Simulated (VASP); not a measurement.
Runs of VASP 6.6.1 on K. The structure is that of space group Fm-3m (No. 225), or close to it. The cells are those of the table. This isn't the form of K at room conditions, which is bcc.

| task | spin | cell | k mesh | cutoff (eV) | gap on the mesh (eV) | pressure (GPa) |
| --- | --- | --- | --- | --- | --- | --- |
| single point | off | a = 4.506 Å, angles 60.0°, 1 atom | 10 × 10 × 10 | 520 | none | 0.0 |
| single point | off | a = 4.623 Å, angles 60.0°, 1 atom | 10 × 10 × 10 | 520 | none | (a) |
| single point | off | a = 4.680 Å, angles 60.0°, 1 atom | 10 × 10 × 10 | 520 | none | -0.4 |
| single point | non-collinear, zero start, SOC | a = 4.506 Å, angles 60.0°, 1 atom | 9 × 9 × 9 | 520 | - | 0.0 |
| single point | off | a = 4.318 Å, angles 60.0°, 1 atom | 10 × 10 × 10 | 520 | none | 0.7 |
| single point | off | a = 4.506 Å, angles 60.0°, 1 atom | 14 × 14 × 14 | 520 | none | 0.0 |
| relaxation of cell and atoms | off | relaxed from a = 4.655 Å, angles 60.0°, 1 atom | 8 × 8 × 8 | 600 | none | 0.0 |
| single point | off | a = 4.383 Å, angles 60.0°, 1 atom | 10 × 10 × 10 | 520 | none | 0.4 |

Alike in all rows: level LDA; potentials or basis VASP PAW LDA potentials, release 64 (K_sv); smearing fermi-dirac 0.1 eV.

Task: Fill in the values left out.

Result: (a) -0.3.

A gap of «none» marks levels without a gap at the run's occupations.
